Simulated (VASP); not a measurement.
# SiO2 (I-42d) in VASP: a series of runs, part 2 of 2

VASP 6.6.1.

### 4 Relaxation of cell and atoms, LDA

This run uses another cell than the first one, of 14.07 Å³/atom.

INCAR reads:

```
  PREC = Accurate
  ENCUT = 600
  EDIFF = 1E-6
  ISMEAR = 0
  SIGMA = 0.02
  LREAL = F
  LASPH = T
  NELM = 60
  ALGO = Normal
  ISIF = 3
  LWAVE = F
  LCHARG = F
  IBRION = 2
  NSW = 80
  EDIFFG = -0.01
```

KPOINTS reads:

```
regular mesh
0
Gamma
  8 8 8
```

POSCAR reads:

```
SiO2
1.0
   -2.3740500000      2.3740500000      3.7440000000
    2.3740500000     -2.3740500000      3.7440000000
    2.3740500000      2.3740500000     -3.7440000000
Si O
2 4
Direct
    0.0000000000      0.0000000000      0.0000000000
    0.7500000000      0.2500000000      0.5000000000
    0.9983800000      0.6250000000      0.8733800000
    0.3750000000      0.2483800000      0.3733800000
    0.7516200000      0.1250000000      0.1266200000
    0.8750000000      0.0016200000      0.6266200000
```

Potentials or basis: VASP PAW LDA potentials, release 64 (Si, O).

On the command line:

```sh
$ cat potpaw_LDA.64/Si/POTCAR potpaw_LDA.64/O/POTCAR > POTCAR
$ mpirun -np 1 vasp_std > vasp.out
```

OUTCAR:

```text
PREC = Accurate
   ENCUT = 600
   EDIFF = 1E-6
   ISMEAR = 0
   LREAL = F
   LASPH = T
   NELM = 60
   ISIF = 3
   IBRION = 2
   NSW = 80
   EDIFFG = -0.01

 ion  position               nearest neighbor table
   1  0.000  0.000  0.000-   3 1.62   4 1.62   5 1.62   6 1.62   2 3.02   2 3.02   2 3.02   2 3.02

   2  0.750  0.250  0.500-   3 1.62   4 1.62   5 1.62   6 1.62   1 3.02   1 3.02   1 3.02   1 3.02

   3  0.998  0.625  0.873-   1 1.62   2 1.62
   4  0.375  0.248  0.373-   1 1.62   2 1.62
   5  0.752  0.125  0.127-   1 1.62   2 1.62
   6  0.875  0.002  0.627-   1 1.62   2 1.62

  LATTYP: Found a body centered tetragonal cell.
 ALAT       =     4.7481000000
 C/A-ratio  =     1.5770518734

  Lattice vectors:

[... 864 lines left out ...]
  free  energy   TOTEN  =       -51.8535284767 eV

  energy  without entropy=      -51.8535284767  energy(sigma->0) =      -51.85352848

[... ionic steps 4 to 19 ...]

--------------------------------------- Ionic step       20  -------------------------------------------

 number of electron      32.0000007 magnetization

------------------------ aborting loop because EDIFF is reached ----------------------------------------
[... 75 lines left out ...]
--------------------------------------- Ionic step       22  -------------------------------------------

 number of electron      32.0000010 magnetization

 Free energy of the ion-electron system (eV)
  ---------------------------------------------------
  ext. energy  EPLUGINS =         0.00000000
  ---------------------------------------------------
  free energy    TOTEN  =       -51.88478727 eV

  energy without entropy =      -51.88478727  energy(sigma->0) =      -51.88478727

 E-fermi :  -0.4629     XC(G=0):  -8.8102

 val. band max:       -0.6032502748   @ k =   0.0000   0.0000   0.0000
 cond. band min:       5.1581724434   @ k =   0.0000   0.0000   0.0000
 fundamental gap:      5.7614227183
 Fermi energy:        -0.4628573487

 k-point     1 :       0.0000    0.0000    0.0000
  band No.  band energies     occupation
      1     -19.6049      2.00000
      2     -17.4258      2.00000
      3     -17.4258      2.00000
      4     -17.3568      2.00000
      5      -9.8500      2.00000
      6      -6.1836      2.00000
[... 576 lines left out ...]
  FREE ENERGIE OF THE ION-ELECTRON SYSTEM (eV)
  ---------------------------------------------------
  free  energy   TOTEN  =       -51.8847872721 eV

  energy  without entropy=      -51.8847872721  energy(sigma->0) =      -51.88478727

 reached required accuracy - stopping structural energy minimisation
```

OSZICAR:

```text
N       E                     dE             d eps       ncg     rms          rms(c)
DAV:   1     0.211895421393E+03    0.21190E+03   -0.17869E+04  2360   0.160E+03
DAV:   2    -0.440401364548E+02   -0.25594E+03   -0.24794E+03  3284   0.337E+02
DAV:   3    -0.581874328042E+02   -0.14147E+02   -0.14105E+02  2816   0.885E+01
DAV:   4    -0.583635206828E+02   -0.17609E+00   -0.17583E+00  2828   0.108E+01
[... 180 lines left out ...]
DAV:   1    -0.518852049068E+02   -0.45643E-03   -0.41623E-02  2424   0.173E+00    0.156E-01
DAV:   2    -0.518848349367E+02    0.36997E-03   -0.16060E-03  2768   0.310E-01    0.477E-02
DAV:   3    -0.518847976087E+02    0.37328E-04   -0.88324E-05  2724   0.708E-02    0.212E-02
DAV:   4    -0.518847877249E+02    0.98838E-05   -0.22319E-05  2804   0.388E-02    0.570E-03
DAV:   5    -0.518847872721E+02    0.45282E-06   -0.35992E-06  2108   0.148E-02
  22 F= -.51884787E+02 E0= -.51884787E+02  d E =-.391808E-04
```

CONTCAR:

```text
SiO2
   1.00000000000000
    -2.4644029394010509    2.4644029394010509    3.6401048942676932
     2.4644029394010509   -2.4644029394010509    3.6401048942676932
     2.4644029394010509    2.4644029394010509   -3.6401048942676932
  Si              O
     2     4
Direct
     0.0000000000000000    0.0000000000000000    0.0000000000000000
     0.7500000000000000    0.2500000000000000    0.5000000000000000
     0.9748487127499422    0.6250000000000000    0.8498487127499422
     0.3750000000000000    0.2248487127499420    0.3498487127499420
     0.7751512872500578    0.1250000000000000    0.1501512872500580
     0.8750000000000000    0.0251512872500580    0.6501512872500578

  0.00000000E+00  0.00000000E+00  0.00000000E+00
  0.00000000E+00  0.00000000E+00  0.00000000E+00
  0.00000000E+00  0.00000000E+00  0.00000000E+00
  0.00000000E+00  0.00000000E+00  0.00000000E+00
  0.00000000E+00  0.00000000E+00  0.00000000E+00
  0.00000000E+00  0.00000000E+00  0.00000000E+00
```

It took 14 min on 1 thread of AMD EPYC 9R45 (Zen 5), shared host; peak memory 0.21 GiB.

Results:

```
Free energy                           : -51.8848 eV
Relaxed volume                        : 14.74 Å³/atom
Relaxed cell                          : a = 5.040 Å, b = 5.040 Å, c = 5.040 Å, α = 121.45°, β = 121.45°, γ = 87.51°
Space group after relaxing (to 0.1 Å) : I-42d (No. 122)
Energy gained by relaxing             : 7.5 meV/atom
Ionic steps                           : 22
Pressure after relaxing               : 0.0 GPa
Largest force after relaxing          : 0.004 eV/Å
Band gap on the k mesh                : 5.76 eV
```

Forces in eV/Å, atoms in the order of the input:
```
Si   0.000  0.000  0.000
Si   0.000  0.000  0.000
O    0.000 -0.004  0.000
O   -0.004  0.000  0.000
O    0.000  0.004  0.000
O    0.004  0.000  0.000
```

The path:
```tsv
step	energy change (eV)	largest force (eV/Å)	pressure (GPa)	volume (Å³)
1	0.0000	0.2582	-2.61	84.41
2	0.0115	0.2916	4.64	81.63
3	-0.0138	0.0305	0.36	83.21
4	-0.0181	0.0404	0.30	83.35
5	-0.0264	0.0681	0.21	83.73
6	-0.0232	0.1184	-0.05	84.43
7	-0.0283	0.0872	0.11	84.01
8	-0.0312	0.0583	0.37	84.33
9	-0.0369	0.0190	1.09	85.30
10	-0.0372	0.1354	2.19	87.26
11	-0.0384	0.1020	1.83	86.55
12	-0.0388	0.0977	1.77	86.64
13	-0.0401	0.0869	1.58	86.91
14	-0.0422	0.0658	1.19	87.45
15	-0.0444	0.0233	0.42	88.55
16	-0.0446	0.0088	0.17	88.92
17	-0.0446	0.0065	0.13	88.97
18	-0.0446	0.0051	0.12	88.95
19	-0.0448	0.0031	0.09	88.89
20	-0.0449	0.0023	0.03	88.78
21	-0.0451	0.0136	-0.10	88.55
22	-0.0451	0.0037	0.04	88.43
```

Final structure:
```
Si O
1.0
    -2.46440    2.46440    3.64010
     2.46440   -2.46440    3.64010
     2.46440    2.46440   -3.64010
Si O
2 4
Direct
  0.00000 0.00000 0.00000
  0.75000 0.25000 0.50000
  0.97485 0.62500 0.84985
  0.37500 0.22485 0.34985
  0.77515 0.12500 0.15015
  0.87500 0.02515 0.65015
```

A k mesh can miss the band edges.

### 5 Summary

```tsv
task	level	potentials or basis	cell	cutoff (eV)	gap on the mesh (eV)	pressure (GPa)
single point	PBE	VASP PAW PBE potentials, release 64 (Si, O)	a = 5.123 Å, angles 121.2, 121.2, 87.9°, 6 atoms, atomic positions A	520	5.73	0.1
single point	r2SCAN	VASP PAW PBE potentials, release 64 (Si, O)	a = 5.060 Å, angles 121.5, 121.5, 87.5°, 6 atoms, atomic positions B	520	6.55	0.2
relaxation of cell and atoms	LDA	VASP PAW LDA potentials, release 64 (Si, O)	relaxed from a = 5.029 Å, angles 123.7, 123.7, 83.8°, 6 atoms, atomic positions C	600	5.76	0.0
```

Alike in all rows: no spin polarisation; k mesh 8 × 8 × 8; smearing gaussian 0.02 eV.

Caveats: the PAW data sets were made with another functional, which shifts forces and pressure a little (at least some runs).

Absolute energies hang on the potentials; compare differences alone.
